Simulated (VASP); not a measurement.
# Al3Cu in VASP: notebook, part 2 of 2

VASP 6.6.1. Earlier steps stand in the parts before.

### Step 3. Single point, LDA

This run uses another cell than the first one, of the same volume but with other edges.

The input, INCAR:

```
PREC     = Accurate       # precision mode
ENCUT    = 520            # plane-wave cutoff, eV
EDIFF    = 1E-6           # SCF threshold, eV
ISMEAR   = 0              # smearing method
SIGMA    = 0.15           # smearing width, eV
LREAL    = False          # projectors in reciprocal space
LASPH    = True           # aspherical terms in the spheres
NELM     = 60             # most SCF steps
ALGO     = Normal         # electronic algorithm
ISIF     = 2              # what is computed and relaxed
LWAVE    = False          # write WAVECAR
LCHARG   = False          # write CHGCAR
GGA      = CA             # functional
NBANDS   = 18             # bands
```

The input, KPOINTS:

```
Automatic mesh
0
Gamma
  10 10 10
```

The input, POSCAR:

```
Al3Cu
1.0
    3.8099704807      0.0000000000      0.0000000000
    0.0000000000      3.8099704807      0.0000000000
    0.0000000000      0.0000000000      3.9446985308
Al Cu
3 1
Direct
    0.0000000000      0.5000000000      0.5000000000
    0.5000000000      0.0000000000      0.5000000000
    0.5000000000      0.5000000000      0.0000000000
    0.0000000000      0.0000000000      0.0000000000
```

Potentials or basis: VASP PAW LDA potentials, release 64 (Al, Cu).

Command:

```console
$ cat potpaw_LDA.64/Al/POTCAR potpaw_LDA.64/Cu/POTCAR > POTCAR
$ mpirun -np 1 vasp_std > vasp.out
```

OUTCAR:

```text
PREC = Accurate
   ENCUT = 520
   EDIFF = 1E-6
   ISMEAR = 0
   LREAL = False
   LASPH = True
   NELM = 60
   ISIF = 2
   GGA = CA

 ion  position               nearest neighbor table
   1  0.000  0.500  0.500-   2 2.69   2 2.69   2 2.69   2 2.69   4 2.74   3 2.74   4 2.74   4 2.74
                             4 2.74   3 2.74   3 2.74   3 2.74
   2  0.500  0.000  0.500-   1 2.69   1 2.69   1 2.69   1 2.69   4 2.74   3 2.74   3 2.74   3 2.74
                             4 2.74   4 2.74   4 2.74   3 2.74
   3  0.500  0.500  0.000-   4 2.69   4 2.69   4 2.69   4 2.69   2 2.74   2 2.74   2 2.74   2 2.74
[... 710 lines left out ...]
  -------------------------------------------------------------------------------------
  Total        0.7185550      0.7185550     -1.0373811      0.0000000     -0.0000000     -0.0000000
  in kB       20.1054388     20.1054388    -29.0263117      0.0000000     -0.0000000     -0.0000000
  external PRESSURE =       3.7281886 kB  Pullay stress =       0.0000000 kB

 VOLUME and BASIS-vectors are now :
 -----------------------------------------------------------------------------
  energy-cutoff  :      520.00
  volume of cell :       57.26
      direct lattice vectors                 reciprocal lattice vectors
     3.809970481  0.000000000  0.000000000     0.262469225  0.000000000  0.000000000
     0.000000000  3.809970481  0.000000000     0.000000000  0.262469225  0.000000000
     0.000000000  0.000000000  3.944698531     0.000000000  0.000000000  0.253504797

 POSITION                                       TOTAL-FORCE (eV/Angst)
 -----------------------------------------------------------------------------------
      0.00000      1.90499      1.97235         0.000000      0.000000      0.000000
      1.90499      0.00000      1.97235         0.000000      0.000000      0.000000
      1.90499      1.90499      0.00000         0.000000      0.000000      0.000000
      0.00000      0.00000      0.00000         0.000000      0.000000      0.000000
 -----------------------------------------------------------------------------------
    total drift:                               -0.000000     -0.000000     -0.000000

  FREE ENERGIE OF THE ION-ELECTRON SYSTEM (eV)
  ---------------------------------------------------
  free  energy   TOTEN  =       -17.3929615339 eV

  energy  without entropy=      -17.3762184303  energy(sigma->0) =      -17.38458998
```

OSZICAR:

```text
N       E                     dE             d eps       ncg     rms          rms(c)
DAV:   1     0.741068515154E+02    0.74107E+02   -0.83006E+03  4578   0.117E+03
DAV:   2    -0.155715103202E+02   -0.89678E+02   -0.83103E+02  4644   0.216E+02
DAV:   3    -0.199772562519E+02   -0.44057E+01   -0.42416E+01  6272   0.538E+01
DAV:   4    -0.200779190699E+02   -0.10066E+00   -0.10005E+00  6506   0.664E+00
DAV:   5    -0.200797666311E+02   -0.18476E-02   -0.18473E-02  6266   0.885E-01    0.170E+01
DAV:   6    -0.252005117414E+02   -0.51207E+01   -0.82159E+01  5030   0.261E+02    0.154E+01
DAV:   7    -0.180069413083E+02    0.71936E+01   -0.18408E+01  5872   0.857E+01    0.494E+00
DAV:   8    -0.173954236759E+02    0.61152E+00   -0.22114E+00  6104   0.482E+01    0.852E-01
DAV:   9    -0.173932872192E+02    0.21365E-02   -0.19082E-01  6252   0.352E+00    0.256E-01
DAV:  10    -0.173961094357E+02   -0.28222E-02   -0.10017E-02  6136   0.289E+00    0.427E-01
DAV:  11    -0.173933036587E+02    0.28058E-02   -0.38060E-03  5830   0.218E+00    0.159E-01
DAV:  12    -0.173929643935E+02    0.33927E-03   -0.16501E-03  6820   0.121E+00    0.233E-02
DAV:  13    -0.173929678987E+02   -0.35052E-05   -0.11265E-04  5876   0.876E-02    0.219E-02
DAV:  14    -0.173929640228E+02    0.38759E-05   -0.41770E-06  5238   0.557E-02    0.144E-02
DAV:  15    -0.173929617393E+02    0.22836E-05   -0.33016E-06  4816   0.609E-02    0.453E-03
DAV:  16    -0.173929615339E+02    0.20538E-06   -0.18971E-06  3632   0.442E-02
   1 F= -.17392962E+02 E0= -.17384590E+02  d E =-.167431E-01
```

Run time: 44 s. Hardware: 1 thread of Intel Xeon 6975P-C (Granite Rapids), shared host; peak memory 0.23 GiB.

What came out:

```yaml
Free_energy: -17.3930 eV
Pressure: 0.4 GPa
Band_gap_on_the_k_mesh: zero (band 10 reaches 10.09 eV, above the bottom of band 11 at 6.64 eV)
```

Stress tensor (GPa, compression positive):
```
 2.01  0.00  0.00
 0.00  2.01  0.00
 0.00  0.00 -2.90
```

Caveat: the cell differs from its parent crystal (strain +e along x and -e along y +0.0000, strain +e along z and -e/2 along x and y +0.0233).

### Step 4. Single point, LDA

This run uses another cell than the first one, of the same volume but with other edges.

The input, INCAR:

```
ALGO = Fast
EDIFF = 1E-6
ENCUT = 520
ISIF = 2
ISMEAR = 0
LASPH = T
LCHARG = F
LREAL = F
LWAVE = F
NBANDS = 18
NELM = 60
PREC = Accurate
SIGMA = 0.15
```

The input, KPOINTS:

```
k-points
0
Gamma
  10 10 10
```

The input, POSCAR:

```
Al3Cu
1.0
    3.8997891807      0.0000000000      0.0000000000
    0.0000000000      3.8997891807      0.0000000000
    0.0000000000      0.0000000000      3.7650611306
Al Cu
3 1
Direct
    0.0000000000      0.5000000000      0.5000000000
    0.5000000000      0.0000000000      0.5000000000
    0.5000000000      0.5000000000      0.0000000000
    0.0000000000      0.0000000000      0.0000000000
```

Command:

```console
$ cat potpaw_LDA.64/Al/POTCAR potpaw_LDA.64/Cu/POTCAR > POTCAR
$ mpirun -np 1 vasp_std > vasp.out
```

Wall time 72 s (1 thread of Intel Xeon 6975P-C (Granite Rapids), shared host); peak memory 0.23 GiB.

It converged, with:

```
Free energy            : -17.3934 eV
Pressure               : 0.8 GPa
Band gap on the k mesh : zero (band 10 reaches 10.23 eV, above the bottom of band 11 at 6.61 eV)
```

Stress tensor (GPa, compression positive):
```
-0.75  0.00  0.00
 0.00 -0.75  0.00
 0.00  0.00  3.97
```

Levels at points of the mesh, in eV from the Fermi level:
```
           k point  band 8  band 9  band 10  band 11  band 12  band 13
(0.00, 0.00, 0.00)   -2.68   -2.09    -0.70     0.31     0.85     6.40
(0.50, 0.00, 0.00)   -0.01    0.11     0.56     0.58     0.64     2.24
(0.50, 0.50, 0.00)   -3.53   -3.22     1.60     3.25     3.25     3.64
(0.00, 0.00, 0.50)    0.11    0.11     0.30     0.30     0.60     1.91
(0.50, 0.00, 0.50)   -3.46   -3.23     1.21     2.84     3.02     3.18
(0.50, 0.50, 0.50)   -3.60   -3.56    -2.57    -2.02    -1.93    -1.93
```

Caveat: the cell differs from its parent crystal (strain +e along x and -e along y +0.0000, strain +e along z and -e/2 along x and y -0.0233).

### Step 5. Overview

```tsv
cell	gap on the mesh (eV)	pressure (GPa)
a = 3.855 Å, 4 atoms	none	0.2
a = 3.810, b = 3.810, c = 3.945 Å, 4 atoms	none	0.4
a = 3.900, b = 3.900, c = 3.765 Å, 4 atoms	none	0.8
```

Alike in all rows: task single point; level LDA; potentials or basis VASP PAW LDA potentials, release 64 (Al, Cu); no spin polarisation; k mesh 10 × 10 × 10; cutoff (eV) 520; smearing gaussian 0.15 eV.

Total energies depend on the potentials used, so only differences within one code and one set of settings carry meaning.
